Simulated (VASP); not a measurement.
# HfSi2B4 (Pmmm) in VASP: further runs

The runs below take HfSi2B4 through single point, relaxation of cell and atoms, with PBE.

All numbers are computed with VASP 6.6.1; they aren't measurements. Logs are shortened: lines on timing, memory, paths and dates and some standing lists are left out, and cuts for length are marked.

### 1 The cell of the first run

It takes space group Pmmm (No. 47, orthorhombic). The conventional cell has a = 3.178 Å, b = 4.618 Å, c = 5.252 Å, α = 90.00°, β = 90.00°, γ = 90.00°. Hf (site symmetry mmm) has 8 B at 2.52 Å and 4 Si at 2.66 Å and 2 Hf at 3.18 Å within 3.3 Å. Si (site symmetry mm2) has 4 B at 2.18 Å and 2 Si at 2.61 to 2.65 Å and 2 Hf at 2.66 Å within 2.9 Å. Within 2.3 Å of B (site symmetry m) lie 2 B at 1.76 Å and 2 Si at 2.18 Å.

The cell was built from a structure type or drawn by symmetry, and may not be a known phase.

### 2 Single point, PBE

Input file INCAR:

```
SYSTEM = HfSi2B4
PREC = Accurate
ENCUT = 520
EDIFF = 1E-6
ISMEAR = 0
SIGMA = 0.2
LREAL = .FALSE.
LASPH = .TRUE.
NELM = 100
ALGO = Normal
ISIF = 2
LWAVE = .FALSE.
LCHARG = .FALSE.
GGA = PE
NBANDS = 24
```

Input file KPOINTS:

```
Automatic mesh
0
G
  5 4 3
  0 0 0
```

Input file POSCAR:

```
HfSi2B4
1.0
    3.1780267158      0.0000000000      0.0000000000
    0.0000000000      5.2520854354      0.0000000000
    0.0000000000      0.0000000000      4.6181017947
Hf Si B
1 2 4
Direct
    0.5000000000      0.0000000000      0.0000000000
    0.5000000000      0.2519958055      0.5000000000
    0.5000000000      0.7480041945      0.5000000000
    0.0000000000      0.3323778519      0.1906974852
    0.0000000000      0.6676221481      0.1906974852
    0.0000000000      0.6676221481      0.8093025148
    0.0000000000      0.3323778519      0.8093025148
```

Potentials or basis: VASP PAW PBE potentials, release 64 (Hf_pv, Si, B).

Started as:

```
> cat potpaw_PBE.64/Hf_pv/POTCAR potpaw_PBE.64/Si/POTCAR potpaw_PBE.64/B/POTCAR > POTCAR
> mpirun -np 1 vasp_std > vasp.out
```

OUTCAR:

```text
SYSTEM = HfSi2B4
   PREC = Accurate
   ENCUT = 520
   EDIFF = 1E-6
   ISMEAR = 0
   LREAL = .FALSE.
   LASPH = .TRUE.
   NELM = 100
   ISIF = 2
   GGA = PE

 ion  position               nearest neighbor table
   1  0.500  0.000  0.000-   4 2.52   5 2.52   6 2.52   7 2.52   4 2.52   5 2.52   6 2.52   7 2.52
                             2 2.66   3 2.66   2 2.66   3 2.66
   2  0.500  0.252  0.500-   4 2.18   7 2.18   4 2.18   7 2.18   3 2.61   3 2.65   1 2.66   1 2.66

   3  0.500  0.748  0.500-   5 2.18   6 2.18   5 2.18   6 2.18   2 2.61   2 2.65   1 2.66   1 2.66

   4  0.000  0.332  0.191-   5 1.76   7 1.76   2 2.18   2 2.18   1 2.52   1 2.52
   5  0.000  0.668  0.191-   4 1.76   6 1.76   3 2.18   3 2.18   1 2.52   1 2.52
   6  0.000  0.668  0.809-   7 1.76   5 1.76   3 2.18   3 2.18   1 2.52   1 2.52
   7  0.000  0.332  0.809-   6 1.76   4 1.76   2 2.18   2 2.18   1 2.52   1 2.52

  LATTYP: Found a simple orthorhombic cell.
 ALAT       =     3.1780267158
 B/A-ratio  =     1.4531349821
 C/A-ratio  =     1.6526246961

  Lattice vectors:

 A1 = (  -3.1780267158,   0.0000000000,   0.0000000000)
 A2 = (   0.0000000000,   0.0000000000,   4.6181017947)
 A3 = (   0.0000000000,   5.2520854354,   0.0000000000)

Analysis of symmetry for initial positions (statically):
=====================================================================
 Subroutine PRICEL returns:
 Original cell was already a primitive cell.

 Routine SETGRP: Setting up the symmetry group for a
 simple orthorhombic supercell.

 Subroutine GETGRP returns: Found  8 space group operations
 (whereof  8 operations were pure point group operations)
 out of a pool of  8 trial point group operations.

The static configuration has the point symmetry D_2h.

Analysis of symmetry for dynamics (positions and initial velocities):
=====================================================================
 Subroutine PRICEL returns:
 Original cell was already a primitive cell.

 Routine SETGRP: Setting up the symmetry group for a
 simple orthorhombic supercell.

 Subroutine GETGRP returns: Found  8 space group operations
 (whereof  8 operations were pure point group operations)
 out of a pool of  8 trial point group operations.

The dynamic configuration has the point symmetry D_2h.

 Subroutine INISYM returns: Found  8 space group operations
 (whereof  8 operations are pure point group operations),
 and found     1 'primitive' translations

----------------------------------------------------------------------------------------
[... 102 lines left out ...]
   ISIF   =      2    stress and relaxation
   ISYM   =      2    0-nonsym 1-usesym 2-fastsym
   POTIM  = 0.5000    time-step for ionic-motion
   TEBEG  =    0.0;   TEEND  =   0.0 temperature during run
   PSTRESS=    0.0 pullay stress
   NELECT =      30.0000    total number of electrons
   NUPDOWN=      -1.0000    fix difference up-down
   EMIN   =  10.00;   EMAX   =-10.00  energy-range for DOS
   EFERMI =   0.00;   METHOD = LEGACY
   ISMEAR =     0;   SIGMA  =   0.20  broadening in eV -4-tet -1-fermi 0-gaus
   EFERMI_NEDOS =   21; number of points for ismear=-14 and -15
   IALGO  =     38    algorithm
   IMIX   =      4    mixing-type and parameters
     AMIX     =   0.40;   BMIX     =  1.00
     AMIX_MAG =   1.60;   BMIX_MAG =  1.00
  volume/ion in A,a.u.               =      11.01        74.31
  Fermi-wavevector in a.u.,A,eV,Ry     =   1.195265  2.258724 19.438087  1.428659
  Thomas-Fermi vector in A             =   2.331235
   LORBIT       =      0    0 simple, 1 ext, 2 COOP (PROOUT), +10 PAW based schemes
   GGA     = PE    functional components
   LHFCALC =     F    Hartree Fock is set to
   AEXX    =    0.0000 exact exchange contribution
   IVDW    =     0    specifies the selected vdW correction
   LEPSILON=     F    determine dielectric tensor
   LRPA    =     F    only Hartree local field effects (RPA)
 non-spin polarized calculation
 Gauss-broadening in eV      SIGMA  =   0.20
  energy-cutoff  :      520.00
  volume of cell :       77.08
 maximum number of plane-waves:      2090
 NGX is ok and might be reduce to    24
   NGX = 11   NGY = 19   NGZ = 17

 number of electron      29.9999999 magnetization

 Free energy of the ion-electron system (eV)
  ---------------------------------------------------
  ext. energy  EPLUGINS =         0.00000000
  ---------------------------------------------------
  free energy    TOTEN  =       -47.10985066 eV

  energy without entropy =      -47.07112995  energy(sigma->0) =      -47.09049031

 E-fermi :   7.2562     XC(G=0): -11.5728

 val. band max:        7.1891327609   @ k =   0.4000   0.5000   0.3333
 cond. band min:       7.2732687633   @ k =   0.2000   0.5000   0.3333
 fundamental gap:      0.0841360023
 Fermi energy:         7.2562302038

 k-point     1 :       0.0000    0.0000    0.0000
  band No.  band energies     occupation
      1     -22.9434      2.00000
      2     -22.8800      2.00000
      3     -22.6308      2.00000
      4      -6.3658      2.00000
      5      -1.7700      2.00000
      6      -1.5460      2.00000
[... 475 lines left out ...]
     23      13.5343      0.00000
     24      13.8782      0.00000

------------------------ aborting loop because EDIFF is reached ----------------------------------------

  FORCE on cell =-STRESS in cart. coord.  units (eV):
  Direction    XX          YY          ZZ          XY          YZ          ZX
  --------------------------------------------------------------------------------------
  -------------------------------------------------------------------------------------
  Total       -0.0483227      0.0857824      0.0348917      0.0000000      0.0000000     -0.0000000
  in kB       -1.0044042      1.7830180      0.7252373      0.0000000      0.0000000     -0.0000000
  external PRESSURE =       0.5012837 kB  Pullay stress =       0.0000000 kB

 VOLUME and BASIS-vectors are now :
 -----------------------------------------------------------------------------
  energy-cutoff  :      520.00
  volume of cell :       77.08
      direct lattice vectors                 reciprocal lattice vectors
     3.178026716  0.000000000  0.000000000     0.314660665  0.000000000  0.000000000
     0.000000000  5.252085435  0.000000000     0.000000000  0.190400558  0.000000000
     0.000000000  0.000000000  4.618101795     0.000000000  0.000000000  0.216539185

 POSITION                                       TOTAL-FORCE (eV/Angst)
 -----------------------------------------------------------------------------------
      1.58901      0.00000      0.00000         0.000000      0.000000      0.000000
      1.58901      1.32350      2.30905        -0.000000     -0.002949      0.000000
      1.58901      3.92858      2.30905         0.000000      0.002949      0.000000
      0.00000      1.74568      0.88066         0.000000      0.004877      0.008139
      0.00000      3.50641      0.88066         0.000000     -0.004877      0.008139
      0.00000      3.50641      3.73744        -0.000000     -0.004877     -0.008139
      0.00000      1.74568      3.73744         0.000000      0.004877     -0.008139
 -----------------------------------------------------------------------------------
    total drift:                                0.000000     -0.000000     -0.000000

  FREE ENERGIE OF THE ION-ELECTRON SYSTEM (eV)
  ---------------------------------------------------
  free  energy   TOTEN  =       -47.1098506643 eV

  energy  without entropy=      -47.0711299462  energy(sigma->0) =      -47.09049031
```

stdout:

```text
POSCAR found type information on POSCAR HfSiB
 POSCAR found :  3 types and       7 ions
 scaLAPACK will be used
 LDA part: xc-table for (Slater+PW92), standard interpolation
 POSCAR, INCAR and KPOINTS ok, starting setup
 FFT: planning ... GRIDC
 FFT: planning ... GRID_SOFT
 FFT: planning ... GRID
 WAVECAR not read
 entering main loop
```

Wall time 31 s (1 thread of AMD EPYC 7R43 (Zen 3), shared host); peak memory 0.16 GiB.

Results:

| Property | Result |
| --- | --- |
| Free energy | -47.1099 eV |
| Pressure | 0.1 GPa |
| Largest force | 0.009 eV/Å |
| Band gap on the k mesh | zero (bands 15 and 16 overlap by 1.20 eV) |

Forces in eV/Å, atoms in the order of the input:
```
Hf   0.000  0.000  0.000
Si   0.000 -0.003  0.000
Si   0.000  0.003  0.000
B    0.000  0.005  0.008
B    0.000 -0.005  0.008
B    0.000 -0.005 -0.008
B    0.000  0.005 -0.008
```

Levels at points of the mesh, in eV from the Fermi level:
```
           k point  band 11  band 12  band 13  band 14  band 15  band 16  band 17  band 18  band 19  band 20
(0.00, 0.00, 0.00)    -2.94    -2.17    -1.15    -0.74     0.38     0.97     2.77     4.97     5.25     5.55
(0.00, 0.50, 0.00)    -2.69    -1.95    -1.31    -0.41     0.25     1.87     2.10     2.40     4.18     4.21
```

Caveat: the k points lie up to 0.45 Å⁻¹ apart, too coarse for converged energies and pressures of a metal; spin-orbit coupling is left out, which moves the levels of the heavy elements.

### 3 Single point, PBE

Input file INCAR:

```
SYSTEM = HfSi2B4
PREC = Accurate
ENCUT = 520
EDIFF = 1E-7
ISMEAR = 0
SIGMA = 0.2
LREAL = .False.
LASPH = .True.
NELM = 60
ALGO = Normal
ISIF = 2
LWAVE = .False.
LCHARG = .False.
GGA = PE
NBANDS = 24
```

Input file KPOINTS:

```
Automatic mesh
0
Gamma
  6 6 4
  0 0 0
```

Input file POSCAR:

```
HfSi2B4
1.0
    3.1797336528      0.0000000000      0.0000000000
    0.0000000000      4.6024203503      0.0000000000
    0.0000000000      0.0000000000      5.2671440387
Hf Si B
1 2 4
Direct
    0.5000000000      1.0000000000      0.0000000000
    0.5000000000      0.5000000000      0.7509807271
    0.5000000000      0.5000000000      0.2490192729
    0.0000000000      0.8084591127      0.6674127932
    1.0000000000      0.8084591127      0.3325872068
    0.0000000000      0.1915408873      0.3325872068
    0.0000000000      0.1915408873      0.6674127932
```

Potentials or basis: VASP PAW PBE potentials, release 64 (Hf_pv, Si, B).

Started as:

```
> cat potpaw_PBE.64/Hf_pv/POTCAR potpaw_PBE.64/Si/POTCAR potpaw_PBE.64/B/POTCAR > POTCAR
> mpirun -np 1 vasp_std > vasp.out
```

Wall time 65 s (1 thread of AMD EPYC 7R43 (Zen 3), shared host); peak memory 0.2 GiB.

The run converged. Its results:

```
Free energy            : -47.0297 eV
Pressure               : -0.1 GPa
Largest force          : 0.030 eV/Å
Band gap on the k mesh : zero (bands 15 and 16 overlap by 1.90 eV)
```

Forces on the atoms (eV/Å):
```
Hf   0.000  0.000  0.000
Si   0.000  0.000 -0.011
Si   0.000  0.000  0.011
B    0.000 -0.028 -0.012
B    0.000 -0.028  0.012
B    0.000  0.028  0.012
B    0.000  0.028 -0.012
```

Stress tensor (GPa, compression positive):
```
 0.09  0.00  0.00
 0.00 -0.38  0.00
 0.00  0.00  0.06
```

Levels at points of the mesh, in eV from the Fermi level:
```csv
k point,band 12,band 13,band 14,band 15,band 16,band 17,band 18,band 19
"(0.00, 0.00, 0.00)",-2.22,-1.19,-0.81,0.31,0.93,2.79,4.90,5.19
"(0.50, 0.00, 0.00)",-3.74,-3.13,-3.13,-1.80,-1.26,-1.06,3.99,4.17
"(0.00, 0.50, 0.00)",-0.66,-0.11,0.10,0.53,1.13,1.63,1.68,1.95
"(0.50, 0.50, 0.00)",-3.27,-2.91,-2.67,-0.88,-0.41,2.07,2.59,4.19
"(0.00, 0.00, 0.50)",-2.08,-1.37,-0.50,0.15,1.82,2.15,2.37,4.18
"(0.50, 0.00, 0.50)",-3.82,-3.17,-2.26,-1.73,0.01,1.62,2.23,3.72
"(0.00, 0.50, 0.50)",-1.76,-1.30,-0.81,-0.48,-0.15,0.96,2.14,2.60
"(0.50, 0.50, 0.50)",-3.57,-0.62,-0.34,-0.11,0.52,0.76,1.15,1.34
```

Caveat: spin-orbit coupling is left out, which moves the levels of the heavy elements.

[end of part 1 of 2]
